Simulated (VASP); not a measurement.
# BeTe in VASP: notebook

The runs below take BeTe through single point, with PBEsol.

Everything below comes from runs of VASP 6.6.1. Logs are shortened: lines on timing, memory, paths and dates and some standing lists are left out, and cuts for length are marked.

## Step 1: The cell of the first run

The cell holds a wire or tube with vacuum around it, 2 atoms: a = 9.000 Å, b = 9.300 Å, c = 4.296 Å, α = 90.00°, β = 90.00°, γ = 90.00°.

## Step 2: Single point, PBEsol, collinear spin

Contents of INCAR:

```
SYSTEM = BeTe
PREC = Accurate
ENCUT = 520
EDIFF = 1E-6
ISMEAR = 0
SIGMA = 0.05
LREAL = .FALSE.
LASPH = .TRUE.
NELM = 150
ALGO = Normal
ISIF = 2
LWAVE = .FALSE.
LCHARG = .FALSE.
ISPIN = 2
MAGMOM = 0.5 0.5
LORBIT = 11
GGA = PS
NBANDS = 15
```

Contents of KPOINTS:

```
regular mesh
0
G
  1 1 15
  0 0 0
```

Contents of POSCAR:

```
BeTe
1.0
    9.0000000000      0.0000000000      0.0000000000
    0.0000000000      9.3000000000      0.0000000000
    0.0000000000      0.0000000000      4.2960271532
Be Te
1 1
Direct
    0.5000000000      0.5000000000      0.0000000000
    0.5000000000      0.5000000000      0.5000000000
```

Potentials or basis: VASP PAW PBE potentials, release 64 (Be, Te).

The run is started by

```sh
$ cat potpaw_PBE.64/Be/POTCAR potpaw_PBE.64/Te/POTCAR > POTCAR
$ mpirun -np 1 vasp_std > vasp.out
```

OUTCAR:

```text
SYSTEM = BeTe
   PREC = Accurate
   ENCUT = 520
   EDIFF = 1E-6
   ISMEAR = 0
   LREAL = .FALSE.
   LASPH = .TRUE.
   NELM = 150
   ISIF = 2
   ISPIN = 2
   LORBIT = 11
   GGA = PS

 ion  position               nearest neighbor table
   1  0.500  0.500  0.000-   2 2.15   2 2.15
   2  0.500  0.500  0.500-   1 2.15   1 2.15

  LATTYP: Found a simple orthorhombic cell.
 ALAT       =     4.2960271532
 B/A-ratio  =     2.0949588257
 C/A-ratio  =     2.1647907865

  Lattice vectors:

 A1 = (   0.0000000000,   0.0000000000,   4.2960271532)
 A2 = (   9.0000000000,   0.0000000000,   0.0000000000)
 A3 = (   0.0000000000,   9.3000000000,   0.0000000000)

Analysis of symmetry for initial positions (statically):
=====================================================================
 Subroutine PRICEL returns:
 Original cell was already a primitive cell.

 Routine SETGRP: Setting up the symmetry group for a
 simple orthorhombic supercell.

 Subroutine GETGRP returns: Found  8 space group operations
 (whereof  8 operations were pure point group operations)
 out of a pool of  8 trial point group operations.

The static configuration has the point symmetry D_2h.

Analysis of symmetry for dynamics (positions and initial velocities):
=====================================================================
 Subroutine PRICEL returns:
 Original cell was already a primitive cell.

 Routine SETGRP: Setting up the symmetry group for a
 simple orthorhombic supercell.

 Subroutine GETGRP returns: Found  8 space group operations
 (whereof  8 operations were pure point group operations)
 out of a pool of  8 trial point group operations.

The dynamic configuration has the point symmetry D_2h.

Analysis of structural, dynamic, and magnetic symmetry:
=====================================================================
 Subroutine PRICEL returns:
 Original cell was already a primitive cell.

 Routine SETGRP: Setting up the symmetry group for a
 simple orthorhombic supercell.

 Subroutine GETGRP returns: Found  8 space group operations
 (whereof  8 operations were pure point group operations)
 out of a pool of  8 trial point group operations.

The overall configuration has the point symmetry D_2h.

 Subroutine INISYM returns: Found  8 space group operations
 (whereof  8 operations are pure point group operations),
 and found     1 'primitive' translations

----------------------------------------------------------------------------------------

                                     Primitive cell

  volume of cell :     359.5775

  direct lattice vectors                    reciprocal lattice vectors
     9.000000000  0.000000000  0.000000000     0.111111111  0.000000000  0.000000000
     0.000000000  9.300000000  0.000000000     0.000000000  0.107526882  0.000000000
     0.000000000  0.000000000  4.296027153     0.000000000  0.000000000  0.232773203

  length of vectors
     9.000000000  9.300000000  4.296027153     0.111111111  0.107526882  0.232773203

  position of ions in fractional coordinates (direct lattice)
     0.500000000  0.500000000  0.000000000
     0.500000000  0.500000000  0.500000000

  ion indices of the primitive-cell ions
   primitive index   ion index
                 1           1
                 2           2

----------------------------------------------------------------------------------------

 KPOINTS: regular mesh

Automatic generation of k-mesh.
 Grid dimensions read from file:
 generate k-points for:    1    1   15

 Generating k-lattice:

  Cartesian coordinates                     Fractional coordinates (reciprocal lattice)
     0.111111111  0.000000000  0.000000000     1.000000000  0.000000000  0.000000000
     0.000000000  0.107526882  0.000000000     0.000000000  1.000000000  0.000000000
     0.000000000  0.000000000  0.015518214     0.000000000  0.000000000  0.066666667

  Length of vectors
     0.111111111  0.107526882  0.015518214

  Shift w.r.t. Gamma in fractional coordinates (k-lattice)
     0.000000000  0.000000000  0.000000000

 Subroutine IBZKPT returns following result:
 ===========================================

 Found      8 irreducible k-points:

 Following reciprocal coordinates:
[... 23 lines left out ...]
   LSORBIT =      F    spin-orbit coupling
   LASPH  =      T    aspherical Exc in radial PAW
   ENCUT  =  520.0 eV  38.22 Ry    6.18 a.u.  16.73 17.29  7.99*2*pi/ulx,y,z
   NELM   =    150;   NELMIN=  2; NELMDL= -5     # of ELM steps
   EDIFF  = 0.1E-05   stopping-criterion for ELM
   LREAL  =      F    real-space projection
   EDIFFG = 0.1E-04   stopping-criterion for IOM
   NSW    =      0    number of steps for IOM
   IBRION =     -1    ionic relax: 0-MD 1-quasi-New 2-CG
   NFREE  =      0    steps in history (QN), initial steepest desc. (CG)
   ISIF   =      2    stress and relaxation
   ISYM   =      2    0-nonsym 1-usesym 2-fastsym
   POTIM  = 0.5000    time-step for ionic-motion
   TEBEG  =    0.0;   TEEND  =   0.0 temperature during run
   PSTRESS=    0.0 pullay stress
   NELECT =       8.0000    total number of electrons
   NUPDOWN=      -1.0000    fix difference up-down
   EMIN   =  10.00;   EMAX   =-10.00  energy-range for DOS
   EFERMI =   0.00;   METHOD = LEGACY
   ISMEAR =     0;   SIGMA  =   0.05  broadening in eV -4-tet -1-fermi 0-gaus
   EFERMI_NEDOS =   21; number of points for ismear=-14 and -15
   IALGO  =     38    algorithm
   IMIX   =      4    mixing-type and parameters
     AMIX     =   0.40;   BMIX     =  1.00
     AMIX_MAG =   1.60;   BMIX_MAG =  1.00
  volume/ion in A,a.u.               =     179.79      1213.27
  Fermi-wavevector in a.u.,A,eV,Ry     =   0.460441  0.870107  2.884516  0.212006
  Thomas-Fermi vector in A             =   1.446908
   LORBIT       =     11    0 simple, 1 ext, 2 COOP (PROOUT), +10 PAW based schemes
   GGA     = PS    functional components
   LHFCALC =     F    Hartree Fock is set to
   AEXX    =    0.0000 exact exchange contribution
   IVDW    =     0    specifies the selected vdW correction
   LEPSILON=     F    determine dielectric tensor
   LRPA    =     F    only Hartree local field effects (RPA)
 spin polarized calculation
 Gauss-broadening in eV      SIGMA  =   0.05
  energy-cutoff  :      520.00
  volume of cell :      359.58
 maximum number of plane-waves:      9718
 NGX is ok and might be reduce to    70
   NGX = 33   NGY = 35   NGZ = 15

 number of electron       8.0000001 magnetization      -0.0000095

 number of electron       8.0000001 magnetization       0.0000042

 Free energy of the ion-electron system (eV)
  ---------------------------------------------------
  ext. energy  EPLUGINS =         0.00000000
  ---------------------------------------------------
  free energy    TOTEN  =        -6.01376654 eV

  energy without entropy =       -6.01376654  energy(sigma->0) =       -6.01376654

 E-fermi :  -4.3708     XC(G=0):  -2.2142

 val. band max:       -4.6474582779   @ k =   0.0000   0.0000   0.4667
 cond. band min:      -1.9170629822   @ k =   0.0000   0.0000   0.0000
 fundamental gap:      2.7303952956
 Fermi energy:        -4.3707994223

 spin component 1

 k-point     1 :       0.0000    0.0000    0.0000
  band No.  band energies     occupation
      1     -14.6984      1.00000
      2      -7.6319      1.00000
      3      -5.7105      1.00000
      4      -5.7098      1.00000
      5      -1.9170      0.00000
      6       0.2962      0.00000
      7       1.4298      0.00000
      8       1.6536      0.00000
      9       1.6603      0.00000
     10       2.1269      0.00000
     11       2.3132      0.00000
     12       2.4376      0.00000
     13       2.8382      0.00000
     14       4.1999      0.00000
[... 112 lines left out ...]
      1     -14.5197      1.00000
      2      -8.8981      1.00000
      3      -4.6480      1.00000
      4      -4.6475      1.00000
      5      -1.9049      0.00000
      6      -1.9034      0.00000
      7       1.5932      0.00000
      8       2.0808      0.00000
      9       3.1187      0.00000
     10       3.1872      0.00000
     11       3.7183      0.00000
     12       3.7872      0.00000
     13       4.0568      0.00000
     14       4.1874      0.00000
     15       4.2835      0.00000
 Fermi energy:        -4.3707994223

 spin component 2

 k-point     1 :       0.0000    0.0000    0.0000
  band No.  band energies     occupation
      1     -14.6984      1.00000
      2      -7.6319      1.00000
      3      -5.7105      1.00000
      4      -5.7098      1.00000
      5      -1.9171      0.00000
      6       0.2918      0.00000
      7       1.4297      0.00000
      8       1.6535      0.00000
      9       1.6603      0.00000
     10       2.1266      0.00000
     11       2.3093      0.00000
     12       2.4342      0.00000
     13       2.8040      0.00000
     14       4.1955      0.00000
[... 113 lines left out ...]
      2      -8.8981      1.00000
      3      -4.6480      1.00000
      4      -4.6475      1.00000
      5      -1.9049      0.00000
      6      -1.9034      0.00000
      7       1.5917      0.00000
      8       2.0780      0.00000
      9       3.1186      0.00000
     10       3.1817      0.00000
     11       3.7181      0.00000
     12       3.7870      0.00000
     13       4.0528      0.00000
     14       4.1840      0.00000
     15       4.2580      0.00000

------------------------ aborting loop because EDIFF is reached ----------------------------------------

  FORCE on cell =-STRESS in cart. coord.  units (eV):
  Direction    XX          YY          ZZ          XY          YZ          ZX
  --------------------------------------------------------------------------------------
  -------------------------------------------------------------------------------------
  Total        0.0326734      0.0221888      0.2371080      0.0000000      0.0000000     -0.0000000
  in kB        0.1455835      0.0988670      1.0564876      0.0000000      0.0000000     -0.0000000
  external PRESSURE =       0.4336460 kB  Pullay stress =       0.0000000 kB

 VOLUME and BASIS-vectors are now :
 -----------------------------------------------------------------------------
  energy-cutoff  :      520.00
  volume of cell :      359.58
      direct lattice vectors                 reciprocal lattice vectors
     9.000000000  0.000000000  0.000000000     0.111111111  0.000000000  0.000000000
     0.000000000  9.300000000  0.000000000     0.000000000  0.107526882  0.000000000
     0.000000000  0.000000000  4.296027153     0.000000000  0.000000000  0.232773203

 POSITION                                       TOTAL-FORCE (eV/Angst)
 -----------------------------------------------------------------------------------
      4.50000      4.65000      0.00000         0.000000      0.000000      0.000000
      4.50000      4.65000      2.14801         0.000000      0.000000      0.000000
 -----------------------------------------------------------------------------------
    total drift:                               -0.000000      0.000000      0.000000

  FREE ENERGIE OF THE ION-ELECTRON SYSTEM (eV)
  ---------------------------------------------------
  free  energy   TOTEN  =        -6.0137665385 eV

  energy  without entropy=       -6.0137665385  energy(sigma->0) =       -6.01376654

 total charge

# of ion       s       p       d       tot
------------------------------------------
    1        0.396   0.541   0.000   0.937
    2        1.310   2.226   0.007   3.544
--------------------------------------------------
tot          1.707   2.767   0.007   4.481

 magnetization (x)

# of ion       s       p       d       tot
------------------------------------------
    1        0.000   0.000   0.000   0.000
    2       -0.000  -0.000   0.000  -0.000
--------------------------------------------------
tot         -0.000  -0.000   0.000  -0.000
```

Run time: 3.8 min. Hardware: 1 thread of Intel Xeon 8259CL, shared host; peak memory 0.55 GiB.

Results:

```
Free energy                                           : -6.0138 eV
Band gap on the k mesh                                : 2.73 eV (least direct gap 2.74 eV)
Net moment                                            : 0.00 μB per cell
Valence electrons inside the program's atomic spheres : Be 0.94; Te 3.54
```

Caveat: the PAW data sets were made with another functional, which shifts forces and pressure a little; spin-orbit coupling is left out, which moves the levels of the heavy elements.

## Step 3: Single point, PBEsol, collinear spin

Contents of INCAR:

```
PREC = Accurate
ENCUT = 520
EDIFF = 1E-7
ISMEAR = 0
SIGMA = 0.05
LREAL = F
LASPH = T
NELM = 150
ALGO = Normal
ISIF = 2
LWAVE = F
LCHARG = F
ISPIN = 2
MAGMOM = 0.5 0.5
LORBIT = 11
GGA = PS
NBANDS = 15
```

Contents of KPOINTS:

```
Automatic mesh
0
Gamma
  1 1 15
```

Contents of POSCAR:

```
BeTe
1.0
    9.0000000000      0.0000000000      0.0000000000
    0.0000000000      9.3000000000      0.0000000000
    0.0000000000      0.0000000000      4.2972476733
Be Te
1 1
Direct
    0.5000000000      0.5000000000     -0.0174816859
    0.5000000000      0.5000000000      0.4824816859
```

Potentials or basis: VASP PAW PBE potentials, release 64 (Be, Te).

The run is started by

```sh
$ cat potpaw_PBE.64/Be/POTCAR potpaw_PBE.64/Te/POTCAR > POTCAR
$ mpirun -np 1 vasp_std > vasp.out
```

It took 3.5 min on 1 thread of Intel Xeon 8259CL, shared host; peak memory 0.55 GiB.

Results (log left out):

```
Free energy                                           : -6.0138 eV
Largest force                                         : 0.003 eV/Å
Band gap on the k mesh                                : 2.73 eV (least direct gap 2.74 eV)
Net moment                                            : 0.00 μB per cell
Valence electrons inside the program's atomic spheres : Be 0.94; Te 3.54
```

Forces on the atoms (eV/Å):
```
Be   0.000  0.000 -0.003
Te   0.000  0.000  0.003
```

Levels at points of the mesh, in eV from the valence-band top:
Spin up:
```csv
k point,band 1,band 2,band 3,band 4,band 5,band 6,band 7,band 8,band 9
"(0.00, 0.00, 0.00)",-10.05,-2.98,-1.06,-1.06,2.73,4.94,6.08,6.30,6.30
```
Spin down:
```
           k point  band 1  band 2  band 3  band 4  band 5  band 6  band 7  band 8
(0.00, 0.00, 0.00)  -10.05   -2.98   -1.06   -1.06    2.73    4.94    6.08    6.30
```

Caveat: the PAW data sets were made with another functional, which shifts forces and pressure a little; spin-orbit coupling is left out, which moves the levels of the heavy elements.

## Step 4: Single point, PBEsol, collinear spin

This run uses another cell than the first one.

Contents of INCAR:

```
SYSTEM = BeTe
PREC = Accurate
ENCUT = 520
EDIFF = 1E-6
ISMEAR = 0
SIGMA = 0.05
LREAL = .False.
LASPH = .True.
NELM = 150
ALGO = Normal
ISIF = 2
LWAVE = .False.
LCHARG = .False.
ISPIN = 2
MAGMOM = 0.5 0.5
LORBIT = 11
GGA = PS
NBANDS = 15
```

Contents of KPOINTS:

```
regular mesh
0
Gamma
  1 1 15
  0 0 0
```

Contents of POSCAR:

```
BeTe
1.0
    9.0000000000      0.0000000000      0.0000000000
    0.0000000000      9.3000000000      0.0000000000
    0.0000000000      0.0000000000      4.3692314305
Be Te
1 1
Direct
    0.5000000000      0.5000000000      0.0000000000
    0.5000000000      0.5000000000      0.5000000000
```

The run is started by

```sh
$ cat potpaw_PBE.64/Be/POTCAR potpaw_PBE.64/Te/POTCAR > POTCAR
$ mpirun -np 1 vasp_std > vasp.out
```

It took 3.5 min on 1 thread of Intel Xeon 8259CL, shared host; peak memory 0.53 GiB.

The run converged. Its results:

- Free energy: -6.0011 eV
- Band gap on the k mesh: 2.44 eV (least direct gap 2.72 eV)
- Net moment: 0.00 μB per cell
- Valence electrons inside the program's atomic spheres: Be 0.89; Te 3.52

Levels at points of the mesh, in eV from the valence-band top:
Spin up:
| k point | band 1 | band 2 | band 3 | band 4 | band 5 | band 6 | band 7 | band 8 |
| --- | --- | --- | --- | --- | --- | --- | --- | --- |
| (0.00, 0.00, 0.00) | -9.99 | -2.95 | -1.00 | -1.00 | 2.44 | 4.92 | 6.07 | 6.08 |
Spin down:
| k point | band 2 | band 3 | band 4 | band 5 | band 6 | band 7 |
| --- | --- | --- | --- | --- | --- | --- |
| (0.00, 0.00, 0.00) | -2.95 | -1.00 | -1.00 | 2.44 | 4.92 | 6.07 |

Caveat: the PAW data sets were made with another functional, which shifts forces and pressure a little; spin-orbit coupling is left out, which moves the levels of the heavy elements.

## Step 5: The runs side by side

| cell | gap on the mesh (eV) | moment (μB) |
| --- | --- | --- |
| a = 9.000, b = 9.300, c = 4.296 Å, 2 atoms | 2.73 | 0.00 |
| a = 9.000, b = 9.300, c = 4.297 Å, 2 atoms | 2.73 | 0.00 |
| a = 9.000, b = 9.300, c = 4.369 Å, 2 atoms | 2.44 | 0.00 |

Alike in all rows: task single point; level PBEsol; potentials or basis VASP PAW PBE potentials, release 64 (Be, Te); spin collinear; k mesh 1 × 1 × 15; cutoff (eV) 520; smearing gaussian 0.05 eV.

Caveats: the PAW data sets were made with another functional, which shifts forces and pressure a little; spin-orbit coupling is left out, which moves the levels of the heavy elements.

Total energies depend on the potentials used, so only differences within one code and one set of settings carry meaning.
